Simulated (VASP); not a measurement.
Input of a VASP 6.6.1 run:

Contents of INCAR:

```
PREC = Accurate ; ENCUT = 520
EDIFF = 1E-7 ; ISMEAR = 0
SIGMA = 0.15 ; LREAL = False
LASPH = True ; NELM = 100
ALGO = Normal ; ISIF = 2
LWAVE = False ; LCHARG = False
GGA = PS ; NBANDS = 9
```

File KPOINTS:

```
regular mesh
0
Gamma
  18 18 10
```

The input POSCAR:

```
Mg
1.0
    3.2092715325      0.0000000000      0.0000000000
   -1.6046357662      2.7793106748      0.0000000000
    0.0000000000      0.0000000000      5.2103300000
Mg
2
Direct
    0.3333333333      0.6666666667      0.2500000000
    0.6666666667      0.3333333333      0.7500000000
```

Potentials or basis: VASP PAW PBE potentials, release 64 (Mg).

The run is started by

```bash
$ cat potpaw_PBE.64/Mg/POTCAR > POTCAR
$ mpirun -np 1 vasp_std > vasp.out
```

(1) What does it give for the band gap on the k mesh?

(2) Predict the pressure.

## Answers

(1) zero (band 2 reaches 3.51 eV, above the bottom of band 3 at 1.29 eV).

(2) -1.2 GPa.

Caveat: the PAW data sets were made with another functional, which shifts forces and pressure a little.
